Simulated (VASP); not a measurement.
# Be3CdS2 (P6mm) in VASP: a series of runs, part 2 of 2

VASP 6.6.1. The steps go on from the part before.

### Step 3. Relaxation of cell and atoms, PBE

INCAR

```
PREC = Accurate
ENCUT = 600
EDIFF = 1E-7
ISMEAR = 0
SIGMA = 0.1
LREAL = False
LASPH = True
NELM = 120
ALGO = Normal
ISIF = 3
LWAVE = False
LCHARG = False
GGA = PE
IBRION = 2
NSW = 90
EDIFFG = -0.04
GGA_COMPAT = False
NELMIN = 4
```

KPOINTS

```
Automatic mesh
0
Gamma
  6 6 6
```

POSCAR

```
Be3CdS2
1.0
    5.2169787100      0.0000000000      0.0000000000
   -2.6084893600      4.5180360900      0.0000000000
    0.0000000000      0.0000000000      3.6642470000
Be Cd S
3 1 2
Direct
    0.5000000000      0.5000000000      0.4595159900
    0.5000000000      0.0000000000      0.4595159900
    0.0000000000      0.5000000000      0.4595159900
    0.0000000000      0.0000000000      0.8888130200
    0.6666666700      0.3333333300      0.9631379800
    0.3333333300      0.6666666700      0.9631379800
```

Potentials or basis: VASP PAW PBE potentials, release 64 (Be, Cd, S).

The run is started by

```
$ cat potpaw_PBE.64/Be/POTCAR potpaw_PBE.64/Cd/POTCAR potpaw_PBE.64/S/POTCAR > POTCAR
$ mpirun -np 1 vasp_std > vasp.out
```

OUTCAR:

```text
PREC = Accurate
   ENCUT = 600
   EDIFF = 1E-7
   ISMEAR = 0
   LREAL = False
   LASPH = True
   NELM = 120
   ISIF = 3
   GGA = PE
   IBRION = 2
   NSW = 90
   EDIFFG = -0.04
   NELMIN = 4

 ion  position               nearest neighbor table
   1  0.500  0.500  0.460-   5 2.36   6 2.36   5 2.38   6 2.38   4 3.05   4 3.05
   2  0.500  0.000  0.460-   5 2.36   6 2.36   5 2.38   6 2.38   4 3.05   4 3.05
   3  0.000  0.500  0.460-   5 2.36   6 2.36   5 2.38   6 2.38   4 3.05   4 3.05
   4  0.000  0.000  0.889-   5 3.02   6 3.02   6 3.02   5 3.02   5 3.02   6 3.02   1 3.05   1 3.05
                             3 3.05   3 3.05   2 3.05   2 3.05
   5  0.667  0.333  0.963-   2 2.36   3 2.36   1 2.36   2 2.38   3 2.38   1 2.38   4 3.02   4 3.02
                             4 3.02
   6  0.333  0.667  0.963-   2 2.36   3 2.36   1 2.36   2 2.38   3 2.38   1 2.38   4 3.02   4 3.02
                             4 3.02

  LATTYP: Found a hexagonal cell.
 ALAT       =     5.2169787100
 C/A-ratio  =     0.7023695521
[... 402 lines left out ...]

 E-fermi :   6.0673     XC(G=0): -10.3554

 val. band max:        6.0059194856   @ k =   0.3333  -0.0000   0.1667
 cond. band min:       6.0675178258   @ k =   0.1667   0.0000   0.0000
 fundamental gap:      0.0615983402
 Fermi energy:         6.0673318606

 k-point     1 :       0.0000    0.0000    0.0000
  band No.  band energies     occupation
      1     -10.0258      2.00000
      2      -8.6112      2.00000
      3      -3.4040      2.00000
      4      -3.2300      2.00000
      5      -3.2300      2.00000
      6      -2.7351      2.00000
[... 505 lines left out ...]
      6      -3.0950      2.00000
[... 11 lines left out ...]
     18       7.2546      0.00000
     19       9.1556      0.00000

 [... further k-points ...]

------------------------ aborting loop because EDIFF is reached ----------------------------------------

  FORCE on cell =-STRESS in cart. coord.  units (eV):
  Direction    XX          YY          ZZ          XY          YZ          ZX
  --------------------------------------------------------------------------------------
  -------------------------------------------------------------------------------------
  Total       -0.0906001     -0.0906001     -0.0714945      0.0000000     -0.0000000      0.0000000
  in kB       -1.6964849     -1.6964849     -1.3387333      0.0000000     -0.0000000      0.0000000
  external PRESSURE =      -1.5772344 kB  Pullay stress =       0.0000000 kB
[... 21 lines left out ...]
  FREE ENERGIE OF THE ION-ELECTRON SYSTEM (eV)
  ---------------------------------------------------
  free  energy   TOTEN  =       -20.0437674958 eV

  energy  without entropy=      -20.0290465937  energy(sigma->0) =      -20.03640704

 reached required accuracy - stopping structural energy minimisation
```

CONTCAR:

```text
Be3CdS2
   1.00000000000000
     5.5983448348940046   -0.0000000003545874   -0.0000000000000000
    -2.7991724231195887    4.8483088417215221    0.0000000000000001
     0.0000000000000000   -0.0000000000000000    3.1523862554096840
  Be              Cd              S
     3     1     2
Direct
     0.5000000000000000    0.5000000000000000    0.5310457570591245
     0.5000000000000000    0.0000000000000000    0.5310457570591245
     0.0000000000000000    0.5000000000000000    0.5310457570591245
     0.0000000000000000    0.0000000000000000    0.5337164281112136
     0.6666666699999979    0.3333333300000021    0.0333916253557055
     0.3333333300000021    0.6666666699999979    0.0333916253557055

  0.00000000E+00  0.00000000E+00  0.00000000E+00
  0.00000000E+00  0.00000000E+00  0.00000000E+00
  0.00000000E+00  0.00000000E+00  0.00000000E+00
  0.00000000E+00  0.00000000E+00  0.00000000E+00
  0.00000000E+00  0.00000000E+00  0.00000000E+00
  0.00000000E+00  0.00000000E+00  0.00000000E+00
```

Run time: 25 min. Hardware: 1 thread of AMD EPYC 9755, shared host; peak memory 0.23 GiB.

What came out:

| Property | Result |
| --- | --- |
| Free energy | -20.0438 eV |
| Relaxed volume | 14.26 Å³/atom |
| Relaxed cell | a = 5.598 Å, b = 5.598 Å, c = 3.152 Å, α = 90.00°, β = 90.00°, γ = 120.00° |
| Space group after relaxing (to 0.1 Å) | P6/mmm (No. 191) |
| Energy gained by relaxing | 362.9 meV/atom |
| Ionic steps | 32 |
| Pressure after relaxing | -0.2 GPa |
| Largest force after relaxing | 0.010 eV/Å |
| Band gap on the k mesh | zero (bands 15 and 16 overlap by 2.25 eV) |

Forces on the atoms (eV/Å):
```
Be   0.000  0.000  0.007
Be   0.000  0.000  0.007
Be   0.000  0.000  0.007
Cd   0.000  0.000 -0.001
S    0.000  0.000 -0.010
S    0.000  0.000 -0.010
```

The path:
```csv
step,energy change (eV),largest force (eV/Å),pressure (GPa),volume (Å³)
1,0.0000,0.6102,-0.73,86.37
2,-0.7860,0.5484,-0.23,85.30
3,-0.6050,0.3239,13.06,78.90
4,-1.4154,0.4987,2.52,83.03
5,-1.4251,0.5002,3.36,82.54
6,-1.4786,0.5191,-0.64,87.02
7,-1.4787,0.5186,-0.53,86.89
8,-1.5075,0.5808,-0.73,87.04
9,-1.6020,0.7282,-1.28,87.50
10,-1.8073,0.8317,-2.01,88.37
11,-2.0272,0.1956,-2.77,89.94
12,-2.0319,0.3699,-2.66,89.57
13,-2.0543,0.3001,-2.26,89.14
14,-2.0949,0.0833,-0.98,87.84
15,-2.0515,0.4134,2.01,85.30
16,-2.1000,0.0705,-0.32,87.23
17,-2.1113,0.0819,-0.28,87.18
18,-2.1334,0.1123,-0.12,87.03
19,-2.1310,0.1692,0.13,86.65
20,-2.1396,0.1439,-0.03,86.87
21,-2.1396,0.1458,-0.03,86.86
22,-2.1429,0.1303,-0.15,86.83
23,-2.1515,0.1198,-0.45,86.72
24,-2.1618,0.1561,-0.75,86.51
25,-2.1483,0.2216,-0.25,86.09
26,-2.1630,0.1699,-0.76,86.43
27,-2.1674,0.1653,-0.13,85.61
28,-2.1682,0.1627,0.29,85.11
29,-2.1708,0.1448,0.22,85.15
30,-2.1736,0.0981,0.05,85.24
31,-2.1762,0.0601,-0.03,85.36
32,-2.1777,0.0104,-0.16,85.56
```

Final structure:
```
CELL_PARAMETERS angstrom
5.59834 0.00000 0.00000
-2.79917 4.84831 0.00000
0.00000 0.00000 3.15239
ATOMIC_POSITIONS crystal
Be 0.50000 0.50000 0.53105
Be 0.50000 0.00000 0.53105
Be 0.00000 0.50000 0.53105
Cd 0.00000 0.00000 0.53372
S 0.66667 0.33333 0.03339
S 0.33333 0.66667 0.03339
```

Levels at points of the mesh, in eV from the Fermi level:
```
           k point  band 12  band 13  band 14  band 15  band 16  band 17  band 18  band 19
(0.00, 0.00, 0.00)    -4.69    -4.05    -2.14     0.67     0.67     2.50     2.59     3.93
(0.50, 0.00, 0.00)    -3.51    -3.05    -2.94    -0.21     0.17     2.02     3.20     3.63
(0.00, 0.00, 0.50)    -2.91    -2.91    -1.52    -1.52    -0.60    -0.32    -0.32     0.03
(0.50, 0.00, 0.50)    -3.61    -3.48    -2.40    -2.33     0.57     0.66     1.86     3.04
```

Caveat: the highest band is partly filled, so the run has too few bands.

The gap in the log of VASP goes by the Fermi energy; the results here count the filled bands.